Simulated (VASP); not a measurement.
A run of VASP 6.6.1 is set up as follows.

The input POSCAR:

```
BN
1.0
    0.0000000000      1.8048254650      1.8048254650
    1.8048254650      0.0000000000      1.8048254650
    1.8048254650      1.8048254650      0.0000000000
B N
1 1
Direct
    0.0000000000      0.0000000000      0.0000000000
    0.2500000000      0.2500000000      0.2500000000
```

File INCAR.step1:

```
  PREC = Accurate
  ENCUT = 500
  EDIFF = 1E-8
  ISMEAR = 0
  SIGMA = 0.01
  LREAL = False
  LASPH = True
  NELM = 100
  ALGO = Normal
  LWAVE = True
  LCHARG = False
  GGA = PE
```

The input INCAR.step2:

```
  PREC = Accurate
  ENCUT = 500
  EDIFF = 1E-8
  ISMEAR = 0
  SIGMA = 0.01
  LREAL = False
  LASPH = True
  NELM = 1
  ALGO = Exact
  LWAVE = True
  LCHARG = False
  GGA = PE
  NBANDS = 53
  LOPTICS = True
  ISTART = 1
```

INCAR.step3

```
  PREC = Accurate
  ENCUT = 500
  EDIFF = 1E-8
  ISMEAR = 0
  SIGMA = 0.01
  LREAL = False
  LASPH = True
  ALGO = EVGW0
  LWAVE = False
  LCHARG = False
  GGA = PE
  NELMGW = 1
  NBANDS = 53
  ENCUTGW = 150.0
  NOMEGA = 48
  PRECFOCK = Fast
  ISTART = 1
  NBANDSGW = 12
```

Contents of KPOINTS:

```
regular mesh
0
Gamma
  6 6 6
```

Potentials or basis: VASP PAW PBE potentials, release 64 (B_GW, N_GW).

The run is started by

```console
$ cat potpaw_PBE.64/B_GW/POTCAR potpaw_PBE.64/N_GW/POTCAR > POTCAR
$ cp INCAR.step1 INCAR
$ mpirun -np 1 vasp_std > vasp.out
$ cp INCAR.step2 INCAR
$ mpirun -np 1 vasp_std > vasp.out
$ cp INCAR.step3 INCAR
$ mpirun -np 1 vasp_std > vasp.out
```

(1) Estimate the quasiparticle gap.

(2) What does it give for the least direct quasiparticle gap?

(3) What does it give for the band gap on the k mesh, mean-field level?

Results:

(1) 5.95 eV.

(2) 10.96 eV.

(3) 4.47 eV, indirect (least direct gap 8.84 eV).

Caveat: the k points lie up to 0.50 Å⁻¹ apart; bands, screening cutoff and mesh are small and nothing is extrapolated, so the quasiparticle values aren't converged.
